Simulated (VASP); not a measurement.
# Rh (P6_3/mmc) in VASP: further runs

Rh is run at these levels: PBEsol; tasks: single point.

Everything below comes from runs of VASP 6.6.1. Logs are shortened: lines on timing, memory, paths and dates and some standing lists are left out, and cuts for length are marked.

## 1. The cell of the first run

The structure is hexagonal, space group P6_3/mmc (No. 194). The conventional cell has a = 2.779 Å, b = 2.779 Å, c = 4.459 Å, α = 90.00°, β = 90.00°, γ = 120.00°. Rh (site symmetry -6m2) has 12 Rh at 2.75 to 2.78 Å within 3.6 Å.

## 2. Single point, PBEsol (volume scaled by 1.10, then relaxed in part)

Input file INCAR:

```
SYSTEM = Rh
PREC     = Accurate       ! precision mode
ENCUT    = 520            ! plane-wave cutoff, eV
EDIFF    = 1E-7           ! SCF threshold, eV
ISMEAR   = 0              ! smearing method
SIGMA    = 0.1            ! smearing width, eV
LREAL    = .False.        ! projectors in reciprocal space
LASPH    = .True.         ! aspherical terms in the spheres
NELM     = 60             ! most SCF steps
ALGO     = Fast           ! electronic algorithm
ISIF     = 2              ! what is computed and relaxed
LWAVE    = .False.        ! write WAVECAR
LCHARG   = .True.         ! write CHGCAR
GGA      = PS             ! functional
LELF     = .True.         ! ELF
LVHAR    = .True.       
NBANDS   = 22             ! bands
```

Input file KPOINTS:

```
regular mesh
0
Gamma
  18 18 10
  0 0 0
```

Input file POSCAR:

```
Rh
1.0
    2.7787087508      0.0000000000      0.0000000000
   -1.3893543754      2.4064323679      0.0000000000
    0.0000000000      0.0000000000      4.4585392667
Rh
2
Direct
    0.6666666667      0.3333333333      0.7500000000
    0.3333333333      0.6666666667      0.2500000000
```

Potentials or basis: VASP PAW PBE potentials, release 64 (Rh_pv).

On the command line:

```
$ cat potpaw_PBE.64/Rh_pv/POTCAR > POTCAR
$ mpirun -np 1 vasp_std > vasp.out
```

OUTCAR:

```text
SYSTEM = Rh
   PREC = Accurate
   ENCUT = 520
   EDIFF = 1E-7
   ISMEAR = 0
   LREAL = .False.
   LASPH = .True.
   NELM = 60
   ISIF = 2
   GGA = PS

 ion  position               nearest neighbor table
   1  0.667  0.333  0.750-   2 2.75   2 2.75   2 2.75   2 2.75   2 2.75   2 2.75
   2  0.333  0.667  0.250-   1 2.75   1 2.75   1 2.75   1 2.75   1 2.75   1 2.75

  LATTYP: Found a hexagonal cell.
 ALAT       =     2.7787087508
 C/A-ratio  =     1.6045363752

  Lattice vectors:

 A1 = (   2.7787087508,   0.0000000000,   0.0000000000)
 A2 = (  -1.3893543754,   2.4064323679,   0.0000000000)
 A3 = (   0.0000000000,   0.0000000000,   4.4585392667)

Analysis of symmetry for initial positions (statically):
=====================================================================
 Subroutine PRICEL returns:
 Original cell was already a primitive cell.

 Routine SETGRP: Setting up the symmetry group for a
 hexagonal supercell.

 Subroutine GETGRP returns: Found 24 space group operations
 (whereof 12 operations were pure point group operations)
 out of a pool of 24 trial point group operations.

The static configuration has the point symmetry D_3d.
 The point group associated with its full space group is D_6h.

Analysis of symmetry for dynamics (positions and initial velocities):
=====================================================================
 Subroutine PRICEL returns:
 Original cell was already a primitive cell.

 Routine SETGRP: Setting up the symmetry group for a
 hexagonal supercell.

 Subroutine GETGRP returns: Found 24 space group operations
 (whereof 12 operations were pure point group operations)
 out of a pool of 24 trial point group operations.

The dynamic configuration has the point symmetry D_3d.
 The point group associated with its full space group is D_6h.

 Subroutine INISYM returns: Found 24 space group operations
 (whereof 12 operations are pure point group operations),
 and found     1 'primitive' translations

----------------------------------------------------------------------------------------

                                     Primitive cell

  volume of cell :      29.8132

  direct lattice vectors                    reciprocal lattice vectors
     2.778708751  0.000000000  0.000000000     0.359879386  0.207776461  0.000000000
    -1.389354375  2.406432368  0.000000000     0.000000000  0.415552921  0.000000000
     0.000000000  0.000000000  4.458539267     0.000000000  0.000000000  0.224288705

  length of vectors
     2.778708751  2.778708751  4.458539267     0.415552921  0.415552921  0.224288705

  position of ions in fractional coordinates (direct lattice)
     0.666666667  0.333333333  0.750000000
     0.333333333  0.666666667  0.250000000

  ion indices of the primitive-cell ions
   primitive index   ion index
                 1           1
                 2           2

----------------------------------------------------------------------------------------

 KPOINTS: regular mesh

Automatic generation of k-mesh.
 Grid dimensions read from file:
 generate k-points for:   18   18   10

 Generating k-lattice:

  Cartesian coordinates                     Fractional coordinates (reciprocal lattice)
     0.019993299  0.011543137  0.000000000     0.055555556  0.000000000  0.000000000
     0.000000000  0.023086273  0.000000000     0.000000000  0.055555556  0.000000000
     0.000000000  0.000000000  0.022428871     0.000000000  0.000000000  0.100000000

  Length of vectors
     0.023086273  0.023086273  0.022428871

  Shift w.r.t. Gamma in fractional coordinates (k-lattice)
     0.000000000  0.000000000  0.000000000

 Subroutine IBZKPT returns following result:
 ===========================================

 Found    222 irreducible k-points:

 Following reciprocal coordinates:
            Coordinates               Weight
  0.000000  0.000000  0.000000      1.000000
  0.055556  0.000000  0.000000      6.000000
  0.111111  0.000000  0.000000      6.000000
  0.166667  0.000000  0.000000      6.000000
  0.222222  0.000000  0.000000      6.000000
  0.277778  0.000000  0.000000      6.000000
[... 16 lines left out ...]
  0.333333  0.111111  0.000000     12.000000
  0.388889  0.111111  0.000000     12.000000
 [... further k-points ...]
   k-points           NKPTS =    222   k-points in BZ     NKDIM =    222   number of bands    NBANDS=     22
   number of dos      NEDOS =    301   number of ions     NIONS =      2
   total plane-waves  NPLWV =  20736
   dimension x,y,z NGX =    24 NGY =   24 NGZ =   36
   dimension x,y,z NGXF=    48 NGYF=   48 NGZF=   72
   ions per type =               2
   NGX,Y,Z   is equivalent  to a cutoff of  14.36, 14.36, 13.42 a.u.
   NGXF,Y,Z  is equivalent  to a cutoff of  28.72, 28.72, 26.85 a.u.
 SYSTEM =  Rh
   PREC   = accura    normal or accurate (medium, high low for compatibility)
   ISTART =      0    job   : 0-new  1-cont  2-samecut
   ICHARG =      2    charge: 1-file 2-atom 10-const
   ISPIN  =      1    spin polarized calculation?
   LNONCOLLINEAR =      F non collinear calculations
   LSORBIT =      F    spin-orbit coupling
   LASPH  =      T    aspherical Exc in radial PAW
   ENCUT  =  520.0 eV  38.22 Ry    6.18 a.u.   5.17  5.17  8.29*2*pi/ulx,y,z
   NELM   =     60;   NELMIN=  2; NELMDL= -5     # of ELM steps
   EDIFF  = 0.1E-06   stopping-criterion for ELM
   LREAL  =      F    real-space projection
   EDIFFG = 0.1E-05   stopping-criterion for IOM
   NSW    =      0    number of steps for IOM
   IBRION =     -1    ionic relax: 0-MD 1-quasi-New 2-CG
   NFREE  =      0    steps in history (QN), initial steepest desc. (CG)
   ISIF   =      2    stress and relaxation
   ISYM   =      2    0-nonsym 1-usesym 2-fastsym
   POTIM  = 0.5000    time-step for ionic-motion
   TEBEG  =    0.0;   TEEND  =   0.0 temperature during run
   PSTRESS=    0.0 pullay stress
   NELECT =      30.0000    total number of electrons
   NUPDOWN=      -1.0000    fix difference up-down
   EMIN   =  10.00;   EMAX   =-10.00  energy-range for DOS
   EFERMI =   0.00;   METHOD = LEGACY
   ISMEAR =     0;   SIGMA  =   0.10  broadening in eV -4-tet -1-fermi 0-gaus
   EFERMI_NEDOS =   21; number of points for ismear=-14 and -15
   IALGO  =     68    algorithm
   IMIX   =      4    mixing-type and parameters
     AMIX     =   0.40;   BMIX     =  1.00
     AMIX_MAG =   1.60;   BMIX_MAG =  1.00
  volume/ion in A,a.u.               =      14.91       100.59
  Fermi-wavevector in a.u.,A,eV,Ry     =   1.640510  3.100114 36.616983  2.691272
  Thomas-Fermi vector in A             =   2.731136
   LORBIT       =      0    0 simple, 1 ext, 2 COOP (PROOUT), +10 PAW based schemes
   GGA     = PS    functional components
   LHFCALC =     F    Hartree Fock is set to
   AEXX    =    0.0000 exact exchange contribution
   IVDW    =     0    specifies the selected vdW correction
   LEPSILON=     F    determine dielectric tensor
   LRPA    =     F    only Hartree local field effects (RPA)
 non-spin polarized calculation
 RMM-DIIS sequential band-by-band and
 Gauss-broadening in eV      SIGMA  =   0.10
  energy-cutoff  :      520.00
  volume of cell :       29.81
 maximum number of plane-waves:       817
 NGX is ok and might be reduce to    24
   NGX = 11   NGY = 11   NGZ = 17

 number of electron      30.0000003 magnetization

 Free energy of the ion-electron system (eV)
  ---------------------------------------------------
  ext. energy  EPLUGINS =         0.00000000
  ---------------------------------------------------
  free energy    TOTEN  =       -16.00177913 eV

  energy without entropy =      -15.98367737  energy(sigma->0) =      -15.99272825

 E-fermi :  10.4211     XC(G=0): -13.7019

 val. band max:       10.4184471234   @ k =   0.3333   0.0556   0.2000
 cond. band min:      10.4224142505   @ k =   0.0000   0.0000   0.3000
 fundamental gap:      0.0039671271
 Fermi energy:        10.4211191223

 k-point     1 :       0.0000    0.0000    0.0000
  band No.  band energies     occupation
      1     -36.4474      2.00000
      2     -35.9327      2.00000
      3     -35.9327      2.00000
      4     -35.8677      2.00000
      5     -35.8464      2.00000
      6     -35.8464      2.00000
[... 14 lines left out ...]
     21      28.4864      0.00000
     22      28.8996      0.00000

 k-point     2 :       0.0556    0.0000    0.0000
  band No.  band energies     occupation
      1     -36.4420      2.00000
      2     -35.9446      2.00000
      3     -35.9367      2.00000
      4     -35.8701      2.00000
      5     -35.8589      2.00000
      6     -35.8483      2.00000
[... 14 lines left out ...]
     21      28.5954      0.00000
     22      28.9291      0.00000

 k-point     3 :       0.1111    0.0000    0.0000
  band No.  band energies     occupation
      1     -36.4259      2.00000
      2     -35.9791      2.00000
      3     -35.9480      2.00000
      4     -35.8947      2.00000
      5     -35.8774      2.00000
      6     -35.8538      2.00000
[... 14 lines left out ...]
     21      28.6490      0.00000
     22      28.8808      0.00000

 k-point     4 :       0.1667    0.0000    0.0000
  band No.  band energies     occupation
      1     -36.4003      2.00000
      2     -36.0320      2.00000
      3     -35.9650      2.00000
      4     -35.9489      2.00000
      5     -35.8895      2.00000
      6     -35.8627      2.00000
[... 14 lines left out ...]
     21      28.4342      0.00000
     22      28.4967      0.00000

 k-point     5 :       0.2222    0.0000    0.0000
  band No.  band energies     occupation
      1     -36.3668      2.00000
      2     -36.0971      2.00000
      3     -36.0143      2.00000
      4     -35.9855      2.00000
      5     -35.9065      2.00000
      6     -35.8739      2.00000
[... 14 lines left out ...]
     21      27.1127      0.00000
     22      28.0159      0.00000

 k-point     6 :       0.2778    0.0000    0.0000
  band No.  band energies     occupation
      1     -36.3276      2.00000
      2     -36.1665      2.00000
      3     -36.0828      2.00000
      4     -36.0068      2.00000
      5     -35.9281      2.00000
      6     -35.8863      2.00000
[... 14 lines left out ...]
     21      25.8136      0.00000
     22      26.9424      0.00000

 k-point     7 :       0.3333    0.0000    0.0000
  band No.  band energies     occupation
      1     -36.2859      2.00000
      2     -36.2319      2.00000
      3     -36.1460      2.00000
      4     -36.0264      2.00000
      5     -35.9532      2.00000
      6     -35.8981      2.00000
[... 324 lines left out ...]
      6     -35.8934      2.00000
[... 14 lines left out ...]
     21      25.0143      0.00000
     22      27.8383      0.00000

 k-point    21 :       0.2222    0.1111    0.0000
  band No.  band energies     occupation
      1     -36.3148      2.00000
      2     -36.1646      2.00000
      3     -36.1146      2.00000
      4     -36.0060      2.00000
      5     -35.9355      2.00000
      6     -35.9101      2.00000
[... 14 lines left out ...]
     21      24.0336      0.00000
     22      26.9212      0.00000

 k-point    22 :       0.2778    0.1111    0.0000
  band No.  band energies     occupation
      1     -36.2738      2.00000
      2     -36.2250      2.00000
      3     -36.1597      2.00000
      4     -36.0360      2.00000
      5     -35.9609      2.00000
      6     -35.9252      2.00000
[... 14 lines left out ...]
     21      23.0728      0.00000
     22      26.1018      0.00000

 k-point    23 :       0.3333    0.1111    0.0000
  band No.  band energies     occupation
      1     -36.2746      2.00000
      2     -36.2340      2.00000
      3     -36.1958      2.00000
      4     -36.0603      2.00000
      5     -35.9880      2.00000
      6     -35.9373      2.00000
[... 14 lines left out ...]
     21      22.2449      0.00000
     22      25.3566      0.00000

 k-point    24 :       0.3889    0.1111    0.0000
  band No.  band energies     occupation
      1     -36.3070      2.00000
      2     -36.2194      2.00000
      3     -36.2018      2.00000
      4     -36.0759      2.00000
      5     -36.0118      2.00000
      6     -35.9452      2.00000
[... 14 lines left out ...]
     21      21.6682      0.00000
     22      24.5852      0.00000

 [... further k-points ...]

------------------------ aborting loop because EDIFF is reached ----------------------------------------

  FORCE on cell =-STRESS in cart. coord.  units (eV):
  Direction    XX          YY          ZZ          XY          YZ          ZX
  --------------------------------------------------------------------------------------
  -------------------------------------------------------------------------------------
  Total       -4.0616319     -4.0616319     -4.0569383      0.0000000      0.0000000      0.0000000
  in kB     -218.2739232   -218.2739232   -218.0216896      0.0000000      0.0000000      0.0000000
  external PRESSURE =    -218.1898453 kB  Pullay stress =       0.0000000 kB

 VOLUME and BASIS-vectors are now :
 -----------------------------------------------------------------------------
  energy-cutoff  :      520.00
  volume of cell :       29.81
      direct lattice vectors                 reciprocal lattice vectors
     2.778708751  0.000000000  0.000000000     0.359879386  0.207776461  0.000000000
    -1.389354375  2.406432368  0.000000000     0.000000000  0.415552921  0.000000000
     0.000000000  0.000000000  4.458539267     0.000000000  0.000000000  0.224288705

 POSITION                                       TOTAL-FORCE (eV/Angst)
 -----------------------------------------------------------------------------------
      1.38935      0.80214      3.34390         0.000000     -0.000000      0.000000
     -0.00000      1.60429      1.11463        -0.000000      0.000000      0.000000
 -----------------------------------------------------------------------------------
    total drift:                                0.000000     -0.000000      0.000000

  FREE ENERGIE OF THE ION-ELECTRON SYSTEM (eV)
  ---------------------------------------------------
  free  energy   TOTEN  =       -16.0017791314 eV

  energy  without entropy=      -15.9836773653  energy(sigma->0) =      -15.99272825
```

It took 58 s on 1 thread of Intel Xeon 6975P-C (Granite Rapids), shared host; peak memory 0.23 GiB.

What came out:

```
Free energy            : -16.0018 eV
Pressure               : -21.8 GPa
Band gap on the k mesh : zero (band 15 reaches 10.98 eV, above the bottom of band 16 at 8.84 eV)
```

Caveat: the PAW data sets were made with another functional, which shifts forces and pressure a little.

## 3. Single point, PBEsol (volume scaled by 0.88, then relaxed in part)

Input file INCAR:

```
SYSTEM = Rh
  PREC = Accurate
  ENCUT = 520
  EDIFF = 1E-6
  ISMEAR = 0
  SIGMA = 0.1
  LREAL = .False.
  LASPH = .True.
  NELM = 60
  ALGO = Normal
  ISIF = 2
  LWAVE = .False.
  LCHARG = .False.
  GGA = PS
  NBANDS = 22
```

Input file KPOINTS:

```
Automatic mesh
0
Gamma
  18 18 10
  0 0 0
```

Input file POSCAR:

```
Rh
1.0
    2.5738831161      0.0000000000      0.0000000000
   -1.2869415581      2.2290481649      0.0000000000
    0.0000000000      0.0000000000      4.1571050406
Rh
2
Direct
    0.6666666667      0.3333333333      0.7500000000
    0.3333333333      0.6666666667      0.2500000000
```

Potentials or basis: VASP PAW PBE potentials, release 64 (Rh_pv).

On the command line:

```
$ cat potpaw_PBE.64/Rh_pv/POTCAR > POTCAR
$ mpirun -np 1 vasp_std > vasp.out
```

Wall time 35 s (1 thread of Intel Xeon 6975P-C (Granite Rapids), shared host); peak memory 0.2 GiB.

It converged, with:

```
Free energy            : -15.7410 eV
Pressure               : 51.6 GPa
Band gap on the k mesh : zero (band 15 reaches 15.53 eV, above the bottom of band 16 at 12.45 eV)
```

Levels at points of the mesh, in eV from the Fermi level:
```tsv
k point	band 13	band 14	band 15	band 16	band 17	band 18
(0.00, 0.00, 0.00)	-3.17	-2.43	-2.43	0.14	0.14	0.51
(0.50, 0.00, 0.00)	-2.71	0.55	0.82	0.94	3.51	5.92
(0.00, 0.00, 0.50)	-3.97	-3.97	-0.55	-0.55	-0.55	-0.55
(0.50, 0.00, 0.50)	-0.47	-0.47	0.78	0.78	2.90	2.90
```

Caveat: the PAW data sets were made with another functional, which shifts forces and pressure a little.

## 4. Single point, PBEsol (volume scaled by 0.91, then relaxed in part)

Input file INCAR:

```
ALGO = Fast
EDIFF = 1E-6
ENCUT = 520
GGA = PS
ISIF = 2
ISMEAR = 0
LASPH = T
LCHARG = F
LREAL = F
LWAVE = F
NBANDS = 22
NELM = 60
PREC = Accurate
SIGMA = 0.1
```

Input file KPOINTS:

```
k-points
0
Gamma
  18 18 10
```

Input file POSCAR:

```
Rh
1.0
    2.6034277612      0.0000000000      0.0000000000
   -1.3017138806      2.2546345781      0.0000000000
    0.0000000000      0.0000000000      4.2018089078
Rh
2
Direct
    0.6666666667      0.3333333333      0.7500000000
    0.3333333333      0.6666666667      0.2500000000
```

On the command line:

```
$ cat potpaw_PBE.64/Rh_pv/POTCAR > POTCAR
$ mpirun -np 1 vasp_std > vasp.out
```

It took 41 s on 1 thread of Intel Xeon 6975P-C (Granite Rapids), shared host; peak memory 0.2 GiB.

Results (log left out):

```
Free energy            : -15.9605 eV
Pressure               : 35.0 GPa
Band gap on the k mesh : zero (band 15 reaches 14.77 eV, above the bottom of band 16 at 11.85 eV)
```

Levels at points of the mesh, in eV from the Fermi level:
| k point | band 12 | band 13 | band 14 | band 15 | band 16 | band 17 | band 18 | band 19 |
| --- | --- | --- | --- | --- | --- | --- | --- | --- |
| (0.00, 0.00, 0.00) | -3.00 | -3.00 | -2.31 | -2.31 | 0.14 | 0.14 | 0.54 | 9.75 |
| (0.50, 0.00, 0.00) | -2.66 | -2.60 | 0.51 | 0.77 | 0.88 | 3.37 | 5.70 | 11.12 |
| (0.00, 0.00, 0.50) | -3.77 | -3.77 | -3.77 | -0.52 | -0.52 | -0.52 | -0.52 | 15.04 |
| (0.50, 0.00, 0.50) | -2.04 | -0.44 | -0.44 | 0.74 | 0.74 | 2.82 | 2.82 | 10.41 |

Caveat: the PAW data sets were made with another functional, which shifts forces and pressure a little.

## 5. Summary

| cell | gap on the mesh (eV) | pressure (GPa) |
| --- | --- | --- |
| a = 2.779, b = 2.779, c = 4.459 Å, angles 90.0, 90.0, 120.0°, 2 atoms | none | -21.8 |
| a = 2.574, b = 2.574, c = 4.157 Å, angles 90.0, 90.0, 120.0°, 2 atoms | none | 51.6 |
| a = 2.603, b = 2.603, c = 4.202 Å, angles 90.0, 90.0, 120.0°, 2 atoms | none | 35.0 |

Alike in all rows: task single point; level PBEsol; potentials or basis VASP PAW PBE potentials, release 64 (Rh_pv); no spin polarisation; k mesh 18 × 18 × 10; cutoff (eV) 520; smearing gaussian 0.1 eV.

Caveats: the PAW data sets were made with another functional, which shifts forces and pressure a little.

Absolute energies hang on the potentials; compare differences alone.
